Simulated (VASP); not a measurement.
Here is a VASP 6.6.1 calculation.

The input INCAR:

```
SYSTEM = Si2W
ALGO = Normal
EDIFF = 1E-8
ENCUT = 520
GGA = CA
ISIF = 2
ISMEAR = -1
ISYM = 0
LASPH = .TRUE.
LCHARG = .FALSE.
LEFG = .TRUE.
LREAL = .FALSE.
LWAVE = .FALSE.
NBANDS = 18
NELM = 100
PREC = Accurate
SIGMA = 0.05
```

File KPOINTS:

```
k-points
0
G
  11 11 14
  0 0 0
```

POSCAR

```
Si2W
1.0
   -1.6060000000      1.6060000000      3.9400000000
    1.6060000000     -1.6060000000      3.9400000000
    1.6060000000      1.6060000000     -3.9400000000
Si W
2 1
Direct
    0.3330000000      0.3330000000      0.0000000000
    0.6670000000      0.6670000000      0.0000000000
    0.0000000000      0.0000000000      0.0000000000
```

Potentials or basis: VASP PAW LDA potentials, release 64 (Si, W_sv).

Command:

```sh
$ cat potpaw_LDA.64/Si/POTCAR potpaw_LDA.64/W_sv/POTCAR > POTCAR
$ mpirun -np 1 vasp_std > vasp.out
```

(1) Predict the band gap on the k mesh.

(2) What does it give for the pressure?

Answers

(1) zero (bands 11 and 12 overlap by 1.25 eV).

(2) -6.5 GPa.

Caveat: the cell stands under tension; without QUAD_EFG the Cq values of the log hold for a quadrupole moment of 1 mb, not for the nuclei; spin-orbit coupling is left out, which moves the levels of the heavy elements.
